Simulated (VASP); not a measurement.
Al3InSb4, 8 atoms in the cell. It takes space group Cm (No. 8, monoclinic). Conventional cell: a = 14.637 Å, b = 4.419 Å, c = 7.641 Å, α = 90.00°, β = 100.05°, γ = 90.00°. Within 3.7 Å of In (site symmetry m) lie 4 Sb at 2.78 to 2.81 Å. Within 3.5 Å of Al (site symmetry m) lie 4 Sb at 2.67 to 2.69 Å. Within 3.5 Å of Al (site symmetry m) lie 4 Sb at 2.64 to 2.67 Å. Al (site symmetry m) has 4 Sb at 2.66 to 2.69 Å within 3.5 Å. Within 3.5 Å of Sb (site symmetry m) lie 3 Al at 2.68 Å and 1 In at 2.81 Å. Within 3.5 Å of Sb (site symmetry m) lie 3 Al at 2.67 Å and 1 In at 2.80 Å. Sb (site symmetry m) has 4 Al at 2.67 to 2.69 Å within 3.5 Å. Within 3.5 Å of Sb (site symmetry m) lie 2 Al at 2.64 to 2.66 Å and 2 In at 2.78 Å. 

```yaml
Program: VASP 6.6.1
Task: single point
Functional: PBEsol
Potentials_or_basis: VASP PAW PBE potentials, release 64 (In_d, Al, Sb)
Cutoff: 500 eV
k_mesh: 6 × 6 × 4
Occupations: gaussian, width 0.02 eV
Spin: no spin polarisation
Dipole_correction: no
Further_INCAR_settings: ALGO = Normal; EDIFF = 1e-06; NBANDS = 31
```

Potentials or basis: VASP PAW PBE potentials, release 64 (In_d, Al, Sb).

Launch:

```console
$ cat potpaw_PBE.64/In_d/POTCAR potpaw_PBE.64/Al/POTCAR potpaw_PBE.64/Sb/POTCAR > POTCAR
$ mpirun -np 1 vasp_std > vasp.out
```

Hardware: 1 thread of Oxide Virtual Turin-like Processor, with other jobs on the host.

Question: Estimate the wall time of this run.

Answer: Wall time 5.9 min on 1 thread of Oxide Virtual Turin-like Processor, with other jobs on the host, peak memory 0.47 GiB. Counts: scf iterations 13, k points 47.
